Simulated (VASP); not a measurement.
Here is a VASP 6.6.1 calculation.

The input INCAR:

```
  PREC = Accurate
  ENCUT = 520
  EDIFF = 1E-6
  ISMEAR = 0
  SIGMA = 0.15
  LREAL = F
  LASPH = T
  NELM = 60
  ALGO = Normal
  ISIF = 2
  LWAVE = F
  LCHARG = F
  GGA = CA
  NBANDS = 14
```

KPOINTS

```
Automatic mesh
0
Gamma
  16 16 16
```

The input POSCAR:

```
HfN
1.0
    0.0000000000      2.5775631000      2.5161925500
    2.5775631000      0.0000000000      2.5161925500
    2.5775631000      2.5775631000      0.0000000000
Hf N
1 1
Direct
    0.0000000000      0.0000000000      0.0000000000
    0.7500000000      0.7500000000      0.7500000000
```

Potentials or basis: VASP PAW LDA potentials, release 64 (Hf_pv, N).

Command:

```sh
$ cat potpaw_LDA.64/Hf_pv/POTCAR potpaw_LDA.64/N/POTCAR > POTCAR
$ mpirun -np 1 vasp_std > vasp.out
```

Problem. Estimate the pressure.

Solution. -26.5 GPa.

Problem. Predict the band gap on the k mesh.

Solution. Zero (an odd number of electrons rules out a gap without spin polarisation).

Stress tensor (GPa, compression positive):
```
-27.71   0.00   0.00
  0.00 -27.71   0.00
  0.00   0.00 -24.18
```

Caveat: the cell differs from its parent crystal (strain +0.050 along x and y, +0.025 along z); the cell stands under tension; spin-orbit coupling is left out, which moves the levels of the heavy elements; an odd number of electrons without spin polarisation forces a metal; a magnetic or distorted state may lie lower.
